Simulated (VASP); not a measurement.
Al2Cu:

```
CELL_PARAMETERS angstrom
-2.09229 2.09229 2.79500
2.09229 -2.09229 2.79500
2.09229 2.09229 -2.79500
ATOMIC_POSITIONS crystal
Al 0.75000 0.25000 0.50000
Al 0.25000 0.75000 0.50000
Cu 0.50000 0.50000 0.00000
```

Base run:

```yaml
Program: VASP 6.6.1
Functional: PBE
Dispersion: D3(BJ)
Potentials_or_basis: VASP PAW PBE potentials, release 64 (Al, Cu)
Cutoff: 520 eV
k_mesh: 14 × 14 × 14
Occupations: gaussian, width 0.15 eV
Spin: no spin polarisation
```

Its results: band gap on the k mesh zero (an odd number of electrons rules out a gap without spin polarisation); pressure -4.5 GPa.

Q: The run is repeated on the same cell with these changes: dispersion from D3(BJ) to none. What comes out?

A: Band gap on the k mesh zero (an odd number of electrons rules out a gap without spin polarisation); pressure -0.7 GPa.

Dispersion adds attraction, which lowers the pressure at fixed volume and, as a term added to the energy, leaves the levels alone.

Caveats: the cell stands under tension (at least some runs).
